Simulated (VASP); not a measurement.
# AlN (Fm-3m) in VASP: a series of runs, part 2 of 2

VASP 6.6.1. The steps go on from the part before.

**4. Single point, PBE**

This run uses another cell than the first one: it holds 4 atoms, not 2.

Contents of INCAR:

```
SYSTEM = AlN
ALGO = Normal
EDIFF = 1E-7
ENCUT = 520
GGA = PE
ISIF = 2
ISMEAR = 0
ISYM = 0
LASPH = .True.
LCHARG = .True.
LELF = .True.
LREAL = .False.
LVHAR = .True.
LWAVE = .False.
NBANDS = 16
NELM = 80
PREC = Accurate
SIGMA = 0.05
```

Contents of KPOINTS:

```
k-points
0
Gamma
  12 12 8
  0 0 0
```

Contents of POSCAR:

```
AlN
1.0
    0.0000000000     -2.0352630592     -2.0352630592
   -2.0352630592      0.0000000000     -2.0352630592
    2.0352630592      2.0352630592     -4.0705261183
Al N
2 2
Direct
    0.7500000000      0.7500000000      0.7500000000
    0.2500000000      0.2500000000      0.2500000000
    0.5000000000      0.5000000000      0.5000000000
    0.0000000000      1.0000000000      0.0000000000
```

Potentials or basis: VASP PAW PBE potentials, release 64 (Al, N).

Run with:

```
$ cat potpaw_PBE.64/Al/POTCAR potpaw_PBE.64/N/POTCAR > POTCAR
$ mpirun -np 1 vasp_std > vasp.out
```

OUTCAR:

```text
SYSTEM = AlN
   EDIFF = 1E-7
   ENCUT = 520
   GGA = PE
   ISIF = 2
   ISMEAR = 0
   ISYM = 0
   LASPH = .True.
   LREAL = .False.
   NELM = 80
   PREC = Accurate

 ion  position               nearest neighbor table
   1  0.750  0.750  0.750-   3 2.04   4 2.04   3 2.04   3 2.04   4 2.04   4 2.04   2 2.88   2 2.88
                             2 2.88   2 2.88   2 2.88   2 2.88
   2  0.250  0.250  0.250-   3 2.04   4 2.04   4 2.04   4 2.04   3 2.04   3 2.04   1 2.88   1 2.88
                             1 2.88   1 2.88   1 2.88   1 2.88
   3  0.500  0.500  0.500-   1 2.04   2 2.04   2 2.04   2 2.04   1 2.04   1 2.04
   4  0.000  0.000  0.000-   1 2.04   2 2.04   1 2.04   1 2.04   2 2.04   2 2.04

IMPORTANT INFORMATION: All symmetrisations will be switched off!
NOSYMM: (Re-)initialisation of all symmetry stuff for point group C_1.

----------------------------------------------------------------------------------------

                                     Primitive cell

  volume of cell :      33.7226

  direct lattice vectors                    reciprocal lattice vectors
     0.000000000 -2.035263059 -2.035263059     0.122834244 -0.368502733 -0.122834244
    -2.035263059  0.000000000 -2.035263059    -0.368502733  0.122834244 -0.122834244
[... 167 lines left out ...]
 k-point     1 :       0.0000    0.0000    0.0000
  band No.  band energies     occupation
      1      -7.6671      2.00000
      2      -4.4867      2.00000
      3       1.5284      2.00000
      4       8.6640      2.00000
      5       8.6640      2.00000
      6       9.7035      2.00000
[... 433 lines left out ...]
      3       3.2779      2.00000
      4       5.2602      2.00000
      5       5.3718      2.00000
      6       7.2231      2.00000
[... 8 lines left out ...]
     15      22.7598      0.00000
     16      23.1210      0.00000

 [... further k-points ...]

------------------------ aborting loop because EDIFF is reached ----------------------------------------

  FORCE on cell =-STRESS in cart. coord.  units (eV):
  Direction    XX          YY          ZZ          XY          YZ          ZX
  --------------------------------------------------------------------------------------
  -------------------------------------------------------------------------------------
  Total       -0.0541435     -0.0541414     -0.0540357     -0.0000313      0.0000513      0.0000508
  in kB       -2.5723823     -2.5722793     -2.5672571     -0.0014892      0.0024354      0.0024146
  external PRESSURE =      -2.5706396 kB  Pullay stress =       0.0000000 kB

 VOLUME and BASIS-vectors are now :
 -----------------------------------------------------------------------------
  energy-cutoff  :      520.00
  volume of cell :       33.72
      direct lattice vectors                 reciprocal lattice vectors
     0.000000000 -2.035263059 -2.035263059     0.122834244 -0.368502733 -0.122834244
    -2.035263059  0.000000000 -2.035263059    -0.368502733  0.122834244 -0.122834244
     2.035263059  2.035263059 -4.070526118     0.122834244  0.122834244 -0.122834244

 POSITION                                       TOTAL-FORCE (eV/Angst)
 -----------------------------------------------------------------------------------
      0.00000      0.00000     -6.10579         0.000000      0.000000      0.000000
      0.00000      0.00000     -2.03526         0.000000      0.000000      0.000000
      0.00000      0.00000     -4.07053        -0.000000     -0.000000     -0.000000
      0.00000      0.00000      0.00000        -0.000000     -0.000000     -0.000001
 -----------------------------------------------------------------------------------
    total drift:                               -0.000001     -0.000001     -0.000001

  FREE ENERGIE OF THE ION-ELECTRON SYSTEM (eV)
  ---------------------------------------------------
  free  energy   TOTEN  =       -29.0919088302 eV

  energy  without entropy=      -29.0919088302  energy(sigma->0) =      -29.09190883
```

OSZICAR:

```text
N       E                     dE             d eps       ncg     rms          rms(c)
DAV:   1     0.330462255715E+02    0.33046E+02   -0.72873E+03 18584   0.919E+02
DAV:   2    -0.299608275711E+02   -0.63007E+02   -0.57609E+02 26184   0.180E+02
DAV:   3    -0.325351340432E+02   -0.25743E+01   -0.25655E+01 23160   0.365E+01
DAV:   4    -0.325464706729E+02   -0.11337E-01   -0.11336E-01 22984   0.274E+00
DAV:   5    -0.325465748195E+02   -0.10415E-03   -0.10415E-03 22864   0.273E-01    0.106E+01
DAV:   6    -0.291113211096E+02    0.34353E+01   -0.68765E+00 22872   0.199E+01    0.361E+00
DAV:   7    -0.291052109282E+02    0.61102E-02   -0.52660E-01 19440   0.536E+00    0.261E+00
DAV:   8    -0.290949559456E+02    0.10255E-01   -0.39991E-02 20152   0.177E+00    0.515E-01
DAV:   9    -0.290917691512E+02    0.31868E-02   -0.62448E-03 23616   0.645E-01    0.208E-01
DAV:  10    -0.290920061770E+02   -0.23703E-03   -0.13440E-03 22792   0.246E-01    0.131E-01
DAV:  11    -0.290919084088E+02    0.97768E-04   -0.22116E-04 23256   0.114E-01    0.222E-02
DAV:  12    -0.290919088804E+02   -0.47159E-06   -0.97453E-06 20968   0.246E-02    0.373E-03
DAV:  13    -0.290919088302E+02    0.50213E-07   -0.43784E-07 24104   0.526E-03
   1 F= -.29091909E+02 E0= -.29091909E+02  d E =-.647274E-14
```

stdout:

```text
POSCAR found type information on POSCAR AlN
 POSCAR found :  2 types and       4 ions
 scaLAPACK will be used
 LDA part: xc-table for (Slater+PW92), standard interpolation
 -----------------------------------------------------------------------------
|                                                                             |
|           W    W    AA    RRRRR   N    N  II  N    N   GGGG   !!!           |
|           W    W   A  A   R    R  NN   N  II  NN   N  G    G  !!!           |
|           W    W  A    A  R    R  N N  N  II  N N  N  G       !!!           |
|           W WW W  AAAAAA  RRRRR   N  N N  II  N  N N  G  GGG   !            |
|           WW  WW  A    A  R   R   N   NN  II  N   NN  G    G                |
|           W    W  A    A  R    R  N    N  II  N    N   GGGG   !!!           |
|                                                                             |
|     Your reciprocal lattice and k-lattice belong to different lattice       |
|     classes:                                                                |
|                                                                             |
|        The reciprocal lattice is rhombohedral (trigonal),                   |
|        whereas your k-lattice is base-centered monoclinic.                  |
|                                                                             |
|     Results are often still useful ...                                      |
|                                                                             |
 -----------------------------------------------------------------------------

 POSCAR, INCAR and KPOINTS ok, starting setup
 FFT: planning ... GRIDC
 FFT: planning ... GRID_SOFT
 FFT: planning ... GRID
 WAVECAR not read
 entering main loop
```

Wall time 5.7 min (1 thread of Intel Xeon 8259CL, shared host); peak memory 0.37 GiB.

What came out:

- Free energy: -29.0919 eV
- Pressure: -0.3 GPa
- Band gap on the k mesh: 4.41 eV

Levels at points of the mesh, in eV from the valence-band top:
| k point | band 4 | band 5 | band 6 | band 7 | band 8 | band 9 | band 10 | band 11 | band 12 | band 13 |
| --- | --- | --- | --- | --- | --- | --- | --- | --- | --- | --- |
| (0.00, 0.00, 0.00) | -1.04 | -1.04 | 0.00 | 0.00 | 0.00 | 5.39 | 6.01 | 10.84 | 10.84 | 12.10 |
| (0.50, 0.00, 0.00) | -6.74 | -3.75 | -3.75 | -2.00 | -2.00 | 6.44 | 6.44 | 9.27 | 9.27 | 11.53 |
| (0.00, 0.50, 0.00) | -6.74 | -3.75 | -3.75 | -2.00 | -2.00 | 6.44 | 6.44 | 9.27 | 9.27 | 11.53 |
| (0.50, 0.50, 0.00) | -7.25 | -2.75 | -2.75 | -1.04 | -1.04 | 4.41 | 5.34 | 6.01 | 10.84 | 10.84 |
| (0.00, 0.00, 0.50) | -4.29 | -0.57 | -0.57 | -0.57 | -0.57 | 6.70 | 6.70 | 10.96 | 10.96 | 12.18 |
| (0.50, 0.00, 0.50) | -7.25 | -2.75 | -2.75 | -1.04 | -1.04 | 4.41 | 5.34 | 6.01 | 10.84 | 10.84 |
| (0.00, 0.50, 0.50) | -7.25 | -2.75 | -2.75 | -1.04 | -1.04 | 4.41 | 5.34 | 6.01 | 10.84 | 10.84 |
| (0.50, 0.50, 0.50) | -6.74 | -3.75 | -3.75 | -2.00 | -2.00 | 6.44 | 6.44 | 9.27 | 9.27 | 11.53 |

A k mesh can miss the band edges.

**5. Overview**

| cell | k mesh | smearing | gap on the mesh (eV) | pressure (GPa) |
| --- | --- | --- | --- | --- |
| a = 2.878 Å, angles 60.0°, 2 atoms, atomic positions A | 10 × 10 × 10 | gaussian 0.02 eV | 4.41 | -0.3 |
| a = 2.878 Å, angles 60.0°, 2 atoms, atomic positions A | 10 × 10 × 10 | gaussian 0.05 eV | 4.41 | -0.3 |
| a = 2.878, b = 2.878, c = 4.985 Å, angles 73.2, 73.2, 60.0°, 4 atoms, atomic positions B | 12 × 12 × 8 | gaussian 0.05 eV | 4.41 | -0.3 |

Alike in all rows: task single point; level PBE; potentials or basis VASP PAW PBE potentials, release 64 (Al, N); no spin polarisation; cutoff (eV) 520.

Total energies depend on the potentials used, so only differences within one code and one set of settings carry meaning.
